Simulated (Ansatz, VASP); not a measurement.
Mg3ZnC: VASP beside Ansatz

```
CELL_PARAMETERS angstrom
4.40192 0.00000 0.00000
0.00000 4.40192 0.00000
0.00000 0.00000 4.40192
ATOMIC_POSITIONS crystal
Mg 0.00000 0.50000 0.00000
Mg 0.00000 0.00000 0.50000
Mg 0.50000 0.00000 0.00000
Zn 0.50000 0.50000 0.50000
C 0.00000 0.00000 0.00000
```

Alike in both runs: functional PBE; k mesh 8 × 8 × 8; occupations gaussian, width 0.1 eV; no spin polarisation.

Ansatz relaxed the structure, and its values are those at the end. VASP's run is a single point on that final structure, the one shown.

```csv
,VASP,Ansatz
version,VASP 6.6.1,Ansatz 0.2.0
potentials or method,"VASP PAW PBE potentials, release 64 (Mg, Zn, C), cutoff 520 eV","scalar-relativistic, plane waves, PAW"
valence electrons in the cell,22,46
```

```csv
,VASP,Ansatz,Ansatz less VASP
gap on the k mesh at the Fermi level (eV),none,none,-
pressure (GPa),-0.1,0.0,+0.13
```

A gap of «none» marks a metal or a gap that the smearing closes. VASP's potentials hold 22 valence electrons a cell and Ansatz's 46, so a difference there can come from the potentials and not from the codes.
